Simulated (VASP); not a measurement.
Runs of VASP 6.6.1 on GaN. The structure is that of space group P6_3mc (No. 186), or close to it. The cells are those of the table. 

```csv
task,cell,cutoff (eV),smearing,gap on the mesh (eV),pressure (GPa)
single point,"a = 3.183, b = 3.183, c = 5.185 Å, angles 90.0, 90.0, 120.0°, 4 atoms",520,gaussian 0.02 eV,1.89,-0.1
single point,"a = 3.083, b = 3.083, c = 5.026 Å, angles 90.0, 90.0, 120.0°, 4 atoms",520,gaussian 0.01 eV,(a),21.7
relaxation of cell and atoms,"relaxed from a = 3.180, b = 3.180, c = 5.166 Å, angles 90.0, 90.0, 120.0°, 4 atoms",600,gaussian 0.02 eV,(b),0.0
single point,"a = 3.183, b = 3.183, c = 5.185 Å, angles 90.0, 90.0, 120.0°, 4 atoms",520,gaussian 0.01 eV,1.89,-0.2
relaxation of cell and atoms,"relaxed to 22 GPa from a = 3.128, b = 3.128, c = 5.097 Å, angles 90.0, 90.0, 120.0°, 4 atoms",600,gaussian 0.01 eV,2.53,22.0
```

Alike in all rows: level PBEsol; potentials or basis VASP PAW PBE potentials, release 64 (Ga_d, N); no spin polarisation; k mesh 12 × 12 × 6.

Problem. Estimate the missing entries.

Solution. (a) 2.52; (b) 1.91.

Caveats: the PAW data sets were made with another functional, which shifts forces and pressure a little; the cell stands under pressure (at least some runs); the cell is relaxed towards a set pressure, so the run minimises the enthalpy, not the energy (at least some runs).

A k mesh can miss the band edges, and the runs leave out spin-orbit coupling on Ga.
